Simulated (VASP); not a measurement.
MgO: single point with r2SCAN

Crystal: MgO.

```
Mg O
1.0
     2.09743    2.09743    0.00000
    -2.09743    2.09743    0.00000
     0.00000    0.00000    4.24645
Mg O
2 2
Cartesian
  0.0000 0.0000 0.0000
  0.0000 2.0974 2.1232
  0.0000 2.0974 0.0000
  0.0000 0.0000 2.1232
```

This cell differs from its parent crystal: uniaxial strain along c: +1.0 %, then relaxed in part.

```yaml
Program: VASP 6.6.1
Task: single point
Functional: r2SCAN
Potentials_or_basis: VASP PAW PBE potentials, release 64 (Mg, O)
Cutoff: 520 eV
k_mesh: 8 × 8 × 6
Occupations: gaussian, width 0.02 eV
Spin: no spin polarisation
```

- Pressure: -2.0 GPa
- Band gap on the k mesh: 5.59 eV

Stress tensor (GPa, compression positive):
```
-1.14  0.00  0.00
 0.00 -1.14  0.00
 0.00  0.00 -3.68
```

Levels at points of the mesh, in eV from the valence-band top:
| k point | band 5 | band 6 | band 7 | band 8 | band 9 | band 10 | band 11 | band 12 |
| --- | --- | --- | --- | --- | --- | --- | --- | --- |
| (0.00, 0.00, 0.00) | -1.36 | -0.03 | -0.03 | 0.00 | 5.59 | 10.10 | 11.06 | 14.16 |
| (0.50, 0.00, 0.00) | -2.02 | -2.02 | -0.68 | -0.68 | 10.45 | 10.45 | 12.74 | 12.74 |
| (0.50, 0.50, 0.00) | -1.45 | -1.45 | -1.37 | -1.37 | 9.97 | 9.97 | 11.04 | 11.04 |
| (0.00, 0.00, 0.50) | -0.75 | -0.75 | -0.75 | -0.75 | 8.99 | 8.99 | 12.15 | 12.15 |
| (0.50, 0.00, 0.50) | -0.70 | -0.70 | -0.68 | -0.68 | 8.78 | 8.78 | 13.79 | 13.79 |
| (0.50, 0.50, 0.50) | -3.00 | -3.00 | -1.75 | -1.75 | 12.67 | 12.67 | 12.67 | 12.67 |

Run time: 2.1 min on 1 thread of Intel Xeon 8259CL (shared host), peak memory 0.18 GiB.

Caveat: the cell differs from its parent crystal (uniaxial strain along c: +1.0 %, then relaxed in part); the PAW data sets were made with another functional, which shifts forces and pressure a little.
